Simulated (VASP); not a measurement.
Set up this calculation in VASP 6.6.1, as the native input.

```yaml
Task: single point
Functional: PBE
Potentials_or_basis: VASP PAW PBE potentials, release 64 (Zr_sv, Hf_pv, Se)
Cutoff: 520 eV
k_mesh: 6 × 6 × 6
Occupations: gaussian, width 0.02 eV
Spin: no spin polarisation
Dipole_correction: no
Further_INCAR_settings: ALGO = Normal; EDIFF = 1e-06; NBANDS = 45
```

The structure of HfZr2Se6 lies in POSCAR:

```
HfZr2Se6
1.0
    3.2817823049      1.8947378972      6.9414692000
   -3.2817823049      1.8947378972      6.9414692000
    0.0000000000     -3.7894757943      6.9414692000
Zr Hf Se
2 1 6
Direct
    0.3333360000      0.3333360000      0.3333360000
    0.6666640000      0.6666640000      0.6666640000
    0.0000000000      0.0000000000      0.0000000000
    0.2552090000      0.5929340000      0.9240810000
    0.5929340000      0.9240810000      0.2552090000
    0.9240810000      0.2552090000      0.5929340000
    0.0759190000      0.7447910000      0.4070660000
    0.4070660000      0.0759190000      0.7447910000
    0.7447910000      0.4070660000      0.0759190000
```

These files were run (other wordings do the same):

INCAR

```
PREC = Accurate ; ENCUT = 520
EDIFF = 1E-6 ; ISMEAR = 0
SIGMA = 0.02 ; LREAL = F
LASPH = T ; NELM = 100
ALGO = Normal ; ISIF = 2
LWAVE = F ; LCHARG = F
GGA = PE ; NBANDS = 45
```

KPOINTS

```
regular mesh
0
Gamma
  6 6 6
```

Potentials or basis: VASP PAW PBE potentials, release 64 (Zr_sv, Hf_pv, Se).

The run is started by

```sh
$ cat potpaw_PBE.64/Zr_sv/POTCAR potpaw_PBE.64/Hf_pv/POTCAR potpaw_PBE.64/Se/POTCAR > POTCAR
$ mpirun -np 1 vasp_std > vasp.out
```

Results of the run:

The pressure is 0.0 GPa and the largest force is 0.030 eV/Å. The band gap on the k mesh is 0.45 eV, indirect (least direct gap 1.21 eV).

Caveat: spin-orbit coupling is left out, which moves the levels of the heavy elements.

It took 7 min on 1 thread of Intel(R) Xeon(R) 6975P-C (Granite Rapids), with other jobs on the host, peak memory 0.72 GiB.
